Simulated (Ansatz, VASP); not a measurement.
## Two plane-wave programs on HfZr3Te8

File INCAR:

```
PREC = Accurate ; ENCUT = 520
EDIFF = 1E-6 ; ISMEAR = 0
SIGMA = 0.2 ; LREAL = False
LASPH = True ; NELM = 100
ALGO = Normal ; ISIF = 2
LWAVE = False ; LCHARG = False
GGA = PE ; NBANDS = 59
```

KPOINTS

```
Automatic mesh
0
Gamma
  4 4 4
```

POSCAR

```
HfZr3Te8
1.0
   -6.8776626000     -3.9709572000      0.0000000000
    6.8776626000     -3.9709572000      0.0000000000
    0.0024445000      3.9709572000      7.0895704000
Zr Hf Te
3 1 8
Direct
    0.5000000000      0.5000000000      0.0000000000
    0.0000000000      0.5000000000      0.0000000000
    0.5000000000      1.0000000000      0.0000000000
    0.0000000000      0.0000000000      0.0000000000
    0.5395650000      0.2063010000      0.7458660000
    0.0390980000      0.7079700000      0.7470680000
    0.5422700000      0.7079800000      0.7470580000
    0.0390780000      0.2047880000      0.7470580000
    0.4577300000      0.2920200000      0.2529420000
    0.9609220000      0.7952120000      0.2529420000
    0.4604350000      0.7936990000      0.2541340000
    0.9609020000      0.2920300000      0.2529320000
```

Input for Ansatz:

```yaml
crystal:
  lattice:
    - [-6.8776626, -3.9709572, 0.0]
    - [6.8776626, -3.9709572, 0.0]
    - [0.0024445, 3.9709572, 7.0895704]
  atoms:
    - { symbol: Zr, position: [0.5, 0.5, 0.0] }
    - { symbol: Zr, position: [0.0, 0.5, 0.0] }
    - { symbol: Zr, position: [0.5, 1.0, 0.0] }
    - { symbol: Hf, position: [0.0, 0.0, 0.0] }
    - { symbol: Te, position: [0.539565, 0.206301, 0.745866] }
    - { symbol: Te, position: [0.039098, 0.70797, 0.747068] }
    - { symbol: Te, position: [0.54227, 0.70798, 0.747058] }
    - { symbol: Te, position: [0.039078, 0.204788, 0.747058] }
    - { symbol: Te, position: [0.45773, 0.29202, 0.252942] }
    - { symbol: Te, position: [0.960922, 0.795212, 0.252942] }
    - { symbol: Te, position: [0.460435, 0.793699, 0.254134] }
    - { symbol: Te, position: [0.960902, 0.29203, 0.252932] }
basis:
  ecutwfc: 420
kpoints:
  mp_grid: { grid: [4, 4, 4] }
hamiltonian:
  xc: pbe
scf:
  occupations: { method: gaussian, width: 0.2 }
  lower_state_search: "off"
output:
  forces: true
  stress: true
  eigenvalues: true
```

Alike in both runs: task single point; functional PBE; k mesh 4 × 4 × 4; occupations gaussian, width 0.2 eV; no spin polarisation.

|  | VASP | Ansatz |
| --- | --- | --- |
| version | VASP 6.6.1 | Ansatz 0.2.0 |
| potentials or method | VASP PAW PBE potentials, release 64 (Zr_sv, Hf_pv, Te), cutoff 520 eV | scalar-relativistic, plane waves, PAW |
| valence electrons in the cell | 94 | 190 |

```tsv
	VASP	Ansatz	Ansatz less VASP
gap on the k mesh at the Fermi level (eV)	none	none	-
pressure (GPa)	0.0	0.0	+0.02
rms of the force components (eV/Å)	0.007	0.002	-0.0053
```

Atom by atom the forces differ by 0.007 eV/Å (rms over components). A gap of «none» marks a metal or a gap that the smearing closes. With one functional, cell and mesh, what is left measures potentials, basis and numerics. VASP's potentials hold 94 valence electrons a cell and Ansatz's 190, so a difference there can come from the potentials and not from the codes.

Spin-orbit coupling is off throughout.
